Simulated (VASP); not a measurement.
# BP (Fm-3m) in VASP: notebook

The runs below take BP through relaxation of cell and atoms, single point, with PBE, r2SCAN, HSE06.

Everything below comes from runs of VASP 6.6.1. Logs are shortened: lines on timing, memory, paths and dates and some standing lists are left out, and cuts for length are marked.

## (1) The cell of the first run

It takes space group Fm-3m (No. 225, cubic). Conventional cell: a = 4.059 Å, b = 4.059 Å, c = 4.059 Å, α = 90.00°, β = 90.00°, γ = 90.00°. B (site symmetry m-3m) has 6 P at 2.03 Å within 2.7 Å. Within 2.7 Å of P (site symmetry m-3m) lie 6 B at 2.03 Å.

## (2) Relaxation of cell and atoms, PBE

INCAR

```
PREC = Accurate
ENCUT = 600
EDIFF = 1E-6
ISMEAR = -1
SIGMA = 0.02
LREAL = False
LASPH = True
NELM = 60
ALGO = Normal
ISIF = 3
LWAVE = False
LCHARG = False
GGA = PE
IBRION = 2
NSW = 80
EDIFFG = -0.005
```

KPOINTS

```
Automatic mesh
0
Gamma
  10 10 10
```

POSCAR

```
BP
1.0
    0.0000000000      2.0292550000      2.0292550000
    2.0292550000      0.0000000000      2.0292550000
    2.0292550000      2.0292550000      0.0000000000
B P
1 1
Direct
    0.0000000000      0.0000000000      0.0000000000
    0.5000000000      0.5000000000      0.5000000000
```

Potentials or basis: VASP PAW PBE potentials, release 64 (B, P).

Started as:

```sh
cat potpaw_PBE.64/B/POTCAR potpaw_PBE.64/P/POTCAR > POTCAR
mpirun -np 1 vasp_std > vasp.out
```

OUTCAR:

```text
PREC = Accurate
   ENCUT = 600
   EDIFF = 1E-6
   ISMEAR = -1
   LREAL = False
   LASPH = True
   NELM = 60
   ISIF = 3
   GGA = PE
   IBRION = 2
   NSW = 80
   EDIFFG = -0.005

 ion  position               nearest neighbor table
   1  0.000  0.000  0.000-   2 2.03   2 2.03   2 2.03   2 2.03   2 2.03   2 2.03
   2  0.500  0.500  0.500-   1 2.03   1 2.03   1 2.03   1 2.03   1 2.03   1 2.03

  LATTYP: Found a face centered cubic cell.
 ALAT       =     4.0585100000

  Lattice vectors:

 A1 = (   0.0000000000,   2.0292550000,   2.0292550000)
 A2 = (   2.0292550000,   0.0000000000,   2.0292550000)
 A3 = (   2.0292550000,   2.0292550000,   0.0000000000)

Analysis of symmetry for initial positions (statically):
=====================================================================
 Subroutine PRICEL returns:
 Original cell was already a primitive cell.

 Routine SETGRP: Setting up the symmetry group for a
 face centered cubic supercell.

 Subroutine GETGRP returns: Found 48 space group operations
 (whereof 48 operations were pure point group operations)
 out of a pool of 48 trial point group operations.

The static configuration has the point symmetry O_h .

Analysis of symmetry for dynamics (positions and initial velocities):
=====================================================================
 Subroutine PRICEL returns:
 Original cell was already a primitive cell.

 Routine SETGRP: Setting up the symmetry group for a
 face centered cubic supercell.

 Subroutine GETGRP returns: Found 48 space group operations
 (whereof 48 operations were pure point group operations)
 out of a pool of 48 trial point group operations.

The dynamic configuration has the point symmetry O_h .

 Subroutine INISYM returns: Found 48 space group operations
 (whereof 48 operations are pure point group operations),
 and found     1 'primitive' translations

----------------------------------------------------------------------------------------

                                     Primitive cell

  volume of cell :      16.7124

  direct lattice vectors                    reciprocal lattice vectors
     0.000000000  2.029255000  2.029255000    -0.246395845  0.246395845  0.246395845
     2.029255000  0.000000000  2.029255000     0.246395845 -0.246395845  0.246395845
     2.029255000  2.029255000  0.000000000     0.246395845  0.246395845 -0.246395845

  length of vectors
     2.869799943  2.869799943  2.869799943     0.426770122  0.426770122  0.426770122

  position of ions in fractional coordinates (direct lattice)
     0.000000000  0.000000000  0.000000000
     0.500000000  0.500000000  0.500000000

  ion indices of the primitive-cell ions
   primitive index   ion index
                 1           1
                 2           2

----------------------------------------------------------------------------------------

 KPOINTS: Automatic mesh

Automatic generation of k-mesh.
 Grid dimensions read from file:
 generate k-points for:   10   10   10

 Generating k-lattice:

  Cartesian coordinates                     Fractional coordinates (reciprocal lattice)
    -0.024639584  0.024639584  0.024639584     0.100000000  0.000000000  0.000000000
     0.024639584 -0.024639584  0.024639584     0.000000000  0.100000000  0.000000000
     0.024639584  0.024639584 -0.024639584     0.000000000  0.000000000  0.100000000

  Length of vectors
     0.042677012  0.042677012  0.042677012

  Shift w.r.t. Gamma in fractional coordinates (k-lattice)
     0.000000000  0.000000000  0.000000000

 Subroutine IBZKPT returns following result:
 ===========================================

 Found     47 irreducible k-points:

 Following reciprocal coordinates:
            Coordinates               Weight
  0.000000  0.000000  0.000000      1.000000
  0.100000  0.000000  0.000000      8.000000
  0.200000  0.000000  0.000000      8.000000
  0.300000  0.000000  0.000000      8.000000
  0.400000  0.000000  0.000000      8.000000
  0.500000  0.000000  0.000000      4.000000
[... 16 lines left out ...]
  0.300000  0.300000  0.000000      6.000000
  0.400000  0.300000  0.000000     24.000000
 [... further k-points ...]
   k-points           NKPTS =     47   k-points in BZ     NKDIM =     47   number of bands    NBANDS=      8
   number of dos      NEDOS =    301   number of ions     NIONS =      2
   total plane-waves  NPLWV =  13824
   dimension x,y,z NGX =    24 NGY =   24 NGZ =   24
   dimension x,y,z NGXF=    48 NGYF=   48 NGZF=   48
   ions per type =               1   1
   NGX,Y,Z   is equivalent  to a cutoff of  13.90, 13.90, 13.90 a.u.
   NGXF,Y,Z  is equivalent  to a cutoff of  27.81, 27.81, 27.81 a.u.
 SYSTEM =  unknown system
   PREC   = accura    normal or accurate (medium, high low for compatibility)
   ISTART =      0    job   : 0-new  1-cont  2-samecut
   ICHARG =      2    charge: 1-file 2-atom 10-const
   ISPIN  =      1    spin polarized calculation?
   LNONCOLLINEAR =      F non collinear calculations
   LSORBIT =      F    spin-orbit coupling
   LASPH  =      T    aspherical Exc in radial PAW
   ENCUT  =  600.0 eV  44.10 Ry    6.64 a.u.   5.73  5.73  5.73*2*pi/ulx,y,z
   NELM   =     60;   NELMIN=  2; NELMDL= -5     # of ELM steps
   EDIFF  = 0.1E-05   stopping-criterion for ELM
   LREAL  =      F    real-space projection
   EDIFFG = -.5E-02   stopping-criterion for IOM
   NSW    =     80    number of steps for IOM
   IBRION =      2    ionic relax: 0-MD 1-quasi-New 2-CG
   NFREE  =      1    steps in history (QN), initial steepest desc. (CG)
   ISIF   =      3    stress and relaxation
   ISYM   =      2    0-nonsym 1-usesym 2-fastsym
   POTIM  = 0.5000    time-step for ionic-motion
   TEBEG  =    0.0;   TEEND  =   0.0 temperature during run
   PSTRESS=    0.0 pullay stress
   NELECT =       8.0000    total number of electrons
   NUPDOWN=      -1.0000    fix difference up-down
   EMIN   =  10.00;   EMAX   =-10.00  energy-range for DOS
   EFERMI =   0.00;   METHOD = LEGACY
   ISMEAR =    -1;   SIGMA  =   0.02  broadening in eV -4-tet -1-fermi 0-gaus
   EFERMI_NEDOS =   21; number of points for ismear=-14 and -15
   IALGO  =     38    algorithm
   IMIX   =      4    mixing-type and parameters
     AMIX     =   0.40;   BMIX     =  1.00
     AMIX_MAG =   1.60;   BMIX_MAG =  1.00
  volume/ion in A,a.u.               =       8.36        56.39
  Fermi-wavevector in a.u.,A,eV,Ry     =   1.280634  2.420046 22.313857  1.640022
  Thomas-Fermi vector in A             =   2.413050
   LORBIT       =      0    0 simple, 1 ext, 2 COOP (PROOUT), +10 PAW based schemes
   GGA     = PE    functional components
   LHFCALC =     F    Hartree Fock is set to
   AEXX    =    0.0000 exact exchange contribution
   IVDW    =     0    specifies the selected vdW correction
   LEPSILON=     F    determine dielectric tensor
   LRPA    =     F    only Hartree local field effects (RPA)
 conjugate gradient relaxation of ions
 non-spin polarized calculation
  energy-cutoff  :      600.00
  volume of cell :       16.71
 maximum number of plane-waves:       568
   NGX = 11   NGY = 11   NGZ = 11

--------------------------------------- Ionic step        1  -------------------------------------------

 number of electron       8.0000001 magnetization

 Free energy of the ion-electron system (eV)
  ---------------------------------------------------
  ext. energy  EPLUGINS =         0.00000000
  ---------------------------------------------------
  free energy    TOTEN  =       -10.42083964 eV

  energy without entropy =      -10.42011457  energy(sigma->0) =      -10.42047711

 E-fermi :  12.4817     XC(G=0): -12.7684

 val. band max:       12.4634299298   @ k =   0.1000   0.0000   0.0000
 cond. band min:      12.5402503276   @ k =   0.4000   0.2000   0.0000
 fundamental gap:      0.0768203978
 Fermi energy:        12.4816986376

 k-point     1 :       0.0000    0.0000    0.0000
  band No.  band energies     occupation
      1      -6.6051      2.00000
      2      12.5826      0.01281
      3      12.5826      0.01281
      4      12.5826      0.01281
      5      20.2111      0.00000
      6      20.2111      0.00000
      7      20.2111      0.00000
      8      22.5983      0.00000
[... 243 lines left out ...]
 k-point    24 :       0.4000    0.3000    0.0000
  band No.  band energies     occupation
      1      -2.5127      2.00000
      2       6.4403      2.00000
      3       7.1240      2.00000
      4       8.2419      2.00000
      5      11.4542      2.00000
      6      15.8745      0.00000
      7      23.6216      0.00000
      8      25.2069      0.00000

 [... further k-points ...]

------------------------ aborting loop because EDIFF is reached ----------------------------------------

  FORCE on cell =-STRESS in cart. coord.  units (eV):
  Direction    XX          YY          ZZ          XY          YZ          ZX
  --------------------------------------------------------------------------------------
  -------------------------------------------------------------------------------------
  Total        4.3853304      4.3853304      4.3853304      0.0000000      0.0000000     -0.0000000
  in kB      420.4099968    420.4099968    420.4099968      0.0000000      0.0000000     -0.0000000
  external PRESSURE =     420.4099968 kB  Pullay stress =       0.0000000 kB
[... 89 lines left out ...]
  FREE ENERGIE OF THE ION-ELECTRON SYSTEM (eV)
  ---------------------------------------------------
  free  energy   TOTEN  =       -10.7948430047 eV

  energy  without entropy=      -10.7921426470  energy(sigma->0) =      -10.79349283

[... ionic steps 4 to 16 ...]

--------------------------------------- Ionic step       17  -------------------------------------------

 number of electron       8.0000000 magnetization

------------------------ aborting loop because EDIFF is reached ----------------------------------------
[... 67 lines left out ...]
--------------------------------------- Ionic step       19  -------------------------------------------

 number of electron       8.0000000 magnetization

 Free energy of the ion-electron system (eV)
  ---------------------------------------------------
  ext. energy  EPLUGINS =         0.00000000
  ---------------------------------------------------
  free energy    TOTEN  =       -10.79488864 eV

  energy without entropy =      -10.79230393  energy(sigma->0) =      -10.79359629

 E-fermi :   9.7232     XC(G=0): -11.9720

 val. band max:        9.7024993647   @ k =  -0.4000   0.1000   0.0000
 cond. band min:       9.7418584116   @ k =   0.1000   0.0000   0.0000
 fundamental gap:      0.0393590469
 Fermi energy:         9.7232209710

 k-point     1 :       0.0000    0.0000    0.0000
  band No.  band energies     occupation
      1      -7.1893      2.00000
      2       9.8051      0.03281
      3       9.8051      0.03281
      4       9.8051      0.03281
      5      16.4206      0.00000
      6      18.4650      0.00000
      7      18.4650      0.00000
      8      18.4650      0.00000
[... 243 lines left out ...]
 k-point    24 :       0.4000    0.3000    0.0000
  band No.  band energies     occupation
      1      -3.5947      2.00000
      2       4.3382      2.00000
      3       5.2459      2.00000
      4       6.2501      2.00000
      5       8.4368      2.00000
      6      13.8541      0.00000
      7      19.5168      0.00000
      8      20.5719      0.00000

 [... further k-points ...]

------------------------ aborting loop because EDIFF is reached ----------------------------------------

  FORCE on cell =-STRESS in cart. coord.  units (eV):
  Direction    XX          YY          ZZ          XY          YZ          ZX
  --------------------------------------------------------------------------------------
  -------------------------------------------------------------------------------------
  Total        0.0041373      0.0041373      0.0041373      0.0000000     -0.0000000      0.0000000
  in kB        0.3311551      0.3311551      0.3311551      0.0000000     -0.0000000      0.0000000
  external PRESSURE =       0.3311551 kB  Pullay stress =       0.0000000 kB
[... 17 lines left out ...]
  FREE ENERGIE OF THE ION-ELECTRON SYSTEM (eV)
  ---------------------------------------------------
  free  energy   TOTEN  =       -10.7948886395 eV

  energy  without entropy=      -10.7923039347  energy(sigma->0) =      -10.79359629

 reached required accuracy - stopping structural energy minimisation
```

Run time: 35 s. Hardware: 1 thread of Intel Xeon Platinum 8488C (Sapphire Rapids), shared host; peak memory 0.13 GiB.

Results:

* Free energy: -10.7949 eV
* Relaxed volume: 10.01 Å³/atom
* Relaxed cell: a = 3.048 Å, b = 3.048 Å, c = 3.048 Å, α = 60.00°, β = 60.00°, γ = 60.00°
* Space group after relaxing (to 0.1 Å): Fm-3m (No. 225)
* Energy gained by relaxing: 187.0 meV/atom
* Ionic steps: 19
* Pressure after relaxing: 0.0 GPa
* Band gap on the k mesh: zero (bands 4 and 5 overlap by 3.87 eV)

Step by step:
```csv
step,energy change (eV),largest force (eV/Å),pressure (GPa),volume (Å³)
1,0.0000,0.0000,42.04,16.71
2,-0.2454,0.0000,-14.95,22.60
3,-0.3740,0.0000,-0.32,20.06
4,-0.3740,0.0000,0.20,19.99
5,-0.3740,0.0000,0.20,19.99
6,-0.3740,0.0000,0.19,19.99
7,-0.3740,0.0000,0.19,19.99
8,-0.3740,0.0000,0.19,19.99
9,-0.3740,0.0000,0.19,19.99
10,-0.3740,0.0000,0.19,19.99
11,-0.3740,0.0000,0.19,19.99
12,-0.3740,0.0000,0.19,19.99
13,-0.3740,0.0000,0.19,19.99
14,-0.3740,0.0000,0.19,20.00
15,-0.3740,0.0000,0.18,20.00
16,-0.3740,0.0000,0.18,20.00
17,-0.3740,0.0000,0.16,20.00
18,-0.3740,0.0000,0.13,20.01
19,-0.3740,0.0000,0.03,20.02
```

Final structure:
```cif
data_structure
_symmetry_space_group_name_H-M 'P 1'
_symmetry_Int_Tables_number 1
_cell_length_a 3.0477
_cell_length_b 3.0477
_cell_length_c 3.0477
_cell_angle_alpha 60.000
_cell_angle_beta 60.000
_cell_angle_gamma 60.000
_cell_volume 20.02
loop_
_atom_site_label
_atom_site_type_symbol
_atom_site_fract_x
_atom_site_fract_y
_atom_site_fract_z
_atom_site_occupancy
B1 B 0.00000 0.00000 0.00000 1
P1 P 0.50000 0.50000 0.50000 1
```

Levels at points of the mesh, in eV from the Fermi level:
| k point | band 2 | band 3 | band 4 | band 5 | band 6 | band 7 |
| --- | --- | --- | --- | --- | --- | --- |
| (0.00, 0.00, 0.00) | 0.08 | 0.08 | 0.08 | 6.70 | 8.74 | 8.74 |
| (0.50, 0.00, 0.00) | -10.59 | 0.72 | 0.72 | 1.24 | 1.24 | 5.20 |
| (0.50, 0.50, 0.00) | -9.00 | -4.20 | -4.20 | -2.72 | 2.66 | 12.17 |

Caveat: the volume moved by over 15 % at a fixed basis, so the end points are rough; the structure was generated, so it needn't be the stable form of BP.

## (3) Relaxation of cell and atoms, r2SCAN

This run uses another cell than the first one, of 10.03 Å³/atom.

POSCAR

```
BP
1.0
    0.0000000000      2.1562587434      2.1562587434
    2.1562587434      0.0000000000      2.1562587434
    2.1562587434      2.1562587434      0.0000000000
B P
1 1
Direct
    0.0000000000      0.0000000000      0.0000000000
    0.5000000000      0.5000000000      0.5000000000
```

INCAR.step1

```
SYSTEM = BP
PREC = Accurate
ENCUT = 600
ISMEAR = -1
SIGMA = 0.02
LREAL = .False.
LASPH = .True.
NELM = 60
GGA = PE
ALGO = Normal
EDIFF = 1E-4
LWAVE = .True.
LCHARG = .False.
```

INCAR.step2

```
SYSTEM = BP
PREC = Accurate
ENCUT = 600
EDIFF = 1E-6
ISMEAR = -1
SIGMA = 0.02
LREAL = .False.
LASPH = .True.
NELM = 60
ALGO = Normal
ISIF = 3
LWAVE = .False.
LCHARG = .False.
METAGGA = R2SCAN
LMIXTAU = .True.
IBRION = 2
NSW = 80
EDIFFG = -0.005
ISTART = 1
```

KPOINTS

```
Automatic mesh
0
Gamma
  10 10 10
  0 0 0
```

Potentials or basis: VASP PAW PBE potentials, release 64 (B, P).

Started as:

```sh
cat potpaw_PBE.64/B/POTCAR potpaw_PBE.64/P/POTCAR > POTCAR
cp INCAR.step1 INCAR
mpirun -np 1 vasp_std > vasp.out
cp INCAR.step2 INCAR
mpirun -np 1 vasp_std > vasp.out
```

Wall time 41 s (1 thread of Intel Xeon Platinum 8488C (Sapphire Rapids), shared host); peak memory 0.14 GiB.

Results (log left out):

```yaml
Free_energy: -14.8564 eV
Relaxed_volume: 9.99 Å³/atom
Relaxed_cell: a = 3.046 Å, b = 3.046 Å, c = 3.046 Å, α = 60.00°, β = 60.00°, γ = 60.00°
Space_group_after_relaxing_to_0.1_Å: Fm-3m (No. 225)
Energy_gained_by_relaxing: 0.1 meV/atom
Ionic_steps: 3
Pressure_after_relaxing: 0.0 GPa
Band_gap_on_the_k_mesh: zero (bands 4 and 5 overlap by 4.16 eV)
```

Step by step:
| step | energy change (eV) | largest force (eV/Å) | pressure (GPa) | volume (Å³) |
| --- | --- | --- | --- | --- |
| 1 | 0.0000 | 0.0000 | -0.51 | 20.05 |
| 2 | -0.0001 | 0.0000 | 0.15 | 19.96 |
| 3 | -0.0001 | 0.0000 | -0.03 | 19.98 |

Final structure:
```xyz
2
Lattice="0.0000 2.1537 2.1537 2.1537 0.0000 2.1537 2.1537 2.1537 0.0000" Properties=species:S:1:pos:R:3 pbc="T T T"
B     0.0000    0.0000    0.0000
P     2.1537    2.1537    2.1537
```

Levels at points of the mesh, in eV from the Fermi level:
```
           k point  band 1  band 2  band 3  band 4  band 5  band 6  band 7  band 8
(0.00, 0.00, 0.00)  -17.87    0.08    0.08    0.08    7.29    8.41    8.41    8.41
(0.50, 0.00, 0.00)  -13.07  -11.26    0.79    0.79    1.26    1.26    5.79    7.74
(0.50, 0.50, 0.00)  -11.16   -9.45   -4.48   -4.48   -2.92    3.05   13.11   13.11
```

Caveat: the structure was generated, so it needn't be the stable form of BP; the PAW data sets were made with another functional, which shifts forces and pressure a little.

(Part 1 of 2 ends here.)

The gap in the log of VASP goes by the Fermi energy; the results here count the filled bands.